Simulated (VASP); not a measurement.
Input of a VASP 6.6.1 run:

The input INCAR:

```
ALGO = Normal
EDIFF = 1E-7
ENCUT = 520
GGA = PE
ISIF = 2
ISMEAR = -1
ISPIN = 2
LASPH = T
LCHARG = T
LELF = T
LMAXMIX = 4
LORBIT = 11
LREAL = F
LVHAR = T
LWAVE = F
MAGMOM = 0 0 4 0 0 0 0 0 0 0
NBANDS = 48
NELM = 150
PREC = Accurate
SIGMA = 0.1
```

File KPOINTS:

```
k-points
0
Gamma
  4 4 4
```

File POSCAR:

```
LiFeSe2Cl6
1.0
    0.0000000000      4.8359149300      4.8359149300
    4.8359149300      0.0000000000      4.8359149300
    4.8359149300      4.8359149300      0.0000000000
Se Fe Cl Li
2 1 6 1
Direct
    0.7500000000      0.7500000000      0.7500000000
    0.2500000000      0.2500000000      0.2500000000
    0.0000000000      0.0000000000      0.0000000000
    0.7696000000      0.7696000000      0.2304000000
    0.2304000000      0.2304000000      0.7696000000
    0.2304000000      0.7696000000      0.7696000000
    0.7696000000      0.2304000000      0.2304000000
    0.7696000000      0.2304000000      0.7696000000
    0.2304000000      0.7696000000      0.2304000000
    0.5000000000      0.5000000000      0.5000000000
```

Potentials or basis: VASP PAW PBE potentials, release 64 (Se, Fe, Cl, Li_sv).

Launch:

```bash
$ cat potpaw_PBE.64/Se/POTCAR potpaw_PBE.64/Fe/POTCAR potpaw_PBE.64/Cl/POTCAR potpaw_PBE.64/Li_sv/POTCAR > POTCAR
$ mpirun -np 1 vasp_std > vasp.out
```

Task: What does it give for the site moments?

Result: Se -0.04; Fe -0.15; Cl -0.01; Li +0.00 μB.

Task: What does it give for the net moment?

Result: -0.30 μB per cell.

Forces in eV/Å, atoms in the order of the input:
```
Se   0.000  0.000  0.000
Se   0.000  0.000  0.000
Fe   0.000  0.000  0.000
Cl   0.000  0.000 -0.164
Cl   0.000  0.000  0.164
Cl  -0.164  0.000  0.000
Cl   0.164  0.000  0.000
Cl   0.000 -0.164  0.000
Cl   0.000  0.164  0.000
Li   0.000  0.000  0.000
```
